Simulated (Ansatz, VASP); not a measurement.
# SiC in VASP and in Ansatz

```
C Si
1.0
     1.54851    0.89403    5.34189
    -1.54851    0.89403    5.34189
     0.00000   -1.78806    5.34189
C Si
2 2
Direct
  0.44967 0.44967 0.44967
  0.55033 0.55033 0.55033
  0.92551 0.92551 0.92551
  0.07449 0.07449 0.07449
```

Alike in both runs: task single point; functional PBE; k mesh 8 × 8 × 8; no spin polarisation.

```csv
,VASP,Ansatz
version,VASP 6.6.1,Ansatz 0.2.0
potentials or method,"VASP PAW PBE potentials, release 64 (C, Si)","plane waves, PAW"
plane-wave cutoff (eV),520,420
occupations,"gaussian, width 0.01 eV",fixed
valence electrons in the cell,16,16
```

|  | VASP | Ansatz | Ansatz less VASP |
| --- | --- | --- | --- |
| gap on the k mesh at the Fermi level (eV) | 0.43 | 0.43 | +0.001 |
| pressure (GPa) | 0.0 | 0.0 | +0.03 |
| rms of the force components (eV/Å) | 0.009 | 0.001 | -0.0078 |
